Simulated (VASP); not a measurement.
A run of VASP 6.6.1 is set up as follows.

The input INCAR:

```
SYSTEM = Sr
ALGO = Fast
EDIFF = 1E-6
ENCUT = 520
GGA = PE
ISIF = 2
ISMEAR = 0
LASPH = .TRUE.
LCHARG = .FALSE.
LREAL = .FALSE.
LWAVE = .FALSE.
NBANDS = 50
NELM = 60
PREC = Accurate
SIGMA = 0.2
```

Contents of KPOINTS:

```
k-points
0
G
  6 4 2
  0 0 0
```

The input POSCAR:

```
Sr
1.0
    2.1321812939     -3.6930463320      0.0000000000
   -6.3965438817     -3.6930463320      0.0000000000
    0.0000000000      0.0000000000    -13.9767742063
Sr
8
Direct
    0.5000000000      0.5000000000      0.0000000000
    0.0000000000      0.0000000000      0.0000000000
    0.5000000000      0.8333333333      0.7500000000
    1.0000000000      0.3333333333      0.7500000000
    0.5000000000      0.5000000000      0.5000000000
    0.0000000000      0.0000000000      0.5000000000
    1.0000000000      0.6666666667      0.2500000000
    0.5000000000      0.1666666667      0.2500000000
```

Potentials or basis: VASP PAW PBE potentials, release 64 (Sr_sv).

Launch:

```console
$ cat potpaw_PBE.64/Sr_sv/POTCAR > POTCAR
$ mpirun -np 1 vasp_std > vasp.out
```

(1) Estimate the pressure.

(2) What does it give for the band gap on the k mesh?

Results:

(1) 0.0 GPa.

(2) zero (bands 40 and 41 overlap by 0.17 eV).
